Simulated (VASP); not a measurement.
Here is a VASP 6.6.1 calculation.

POSCAR

```
CdO2
1.0
    5.3132830338      0.0000000000      0.0000000000
    0.0000000000      5.3132830338      0.0000000000
    0.0000000000      0.0000000000      5.3132830338
Cd O
4 8
Direct
    0.5000000000      0.0000000000      0.0000000000
    0.0000000000      0.0000000000      0.5000000000
    0.0000000000      0.5000000000      0.0000000000
    0.5000000000      0.5000000000      0.5000000000
    0.0807323430      0.4192676570      0.5807323430
    0.4192676570      0.5807323430      0.0807323430
    0.5807323430      0.0807323430      0.4192676570
    0.9192676570      0.9192676570      0.9192676570
    0.0807323430      0.0807323430      0.0807323430
    0.4192676570      0.9192676570      0.5807323430
    0.5807323430      0.4192676570      0.9192676570
    0.9192676570      0.5807323430      0.4192676570
```

INCAR.step1

```
PREC = Accurate
ENCUT = 520
ISMEAR = 0
SIGMA = 0.02
LREAL = F
LASPH = T
NELM = 100
NBANDS = 60
GGA = PE
ALGO = Normal
EDIFF = 1E-4
LWAVE = T
LCHARG = F
```

Contents of INCAR.step2:

```
PREC = Accurate
ENCUT = 520
EDIFF = 1E-7
ISMEAR = 0
SIGMA = 0.02
LREAL = F
LASPH = T
NELM = 100
ALGO = Normal
ISIF = 2
LWAVE = F
LCHARG = F
METAGGA = R2SCAN
LMIXTAU = T
NBANDS = 60
ISTART = 1
```

File KPOINTS:

```
Automatic mesh
0
Gamma
  6 6 6
```

Potentials or basis: VASP PAW PBE potentials, release 64 (Cd, O).

Command:

```console
$ cat potpaw_PBE.64/Cd/POTCAR potpaw_PBE.64/O/POTCAR > POTCAR
$ cp INCAR.step1 INCAR
$ mpirun -np 1 vasp_std > vasp.out
$ cp INCAR.step2 INCAR
$ mpirun -np 1 vasp_std > vasp.out
```

Question: Predict the largest force.

Answer: 0.208 eV/Å.

Question: Estimate the band gap on the k mesh.

Answer: 1.90 eV, indirect (least direct gap 1.94 eV).

Forces on the atoms (eV/Å):
```
Cd   0.000  0.000  0.000
Cd   0.000  0.000  0.000
Cd   0.000  0.000  0.000
Cd   0.000  0.000  0.000
O    0.120 -0.120  0.120
O   -0.120  0.120  0.120
O    0.120  0.120 -0.120
O   -0.120 -0.120 -0.120
O    0.120  0.120  0.120
O   -0.120 -0.120  0.120
O    0.120 -0.120 -0.120
O   -0.120  0.120 -0.120
```

Caveat: the PAW data sets were made with another functional, which shifts forces and pressure a little. r2SCAN opens gaps a little over a GGA but as a rule still falls short of measured ones.
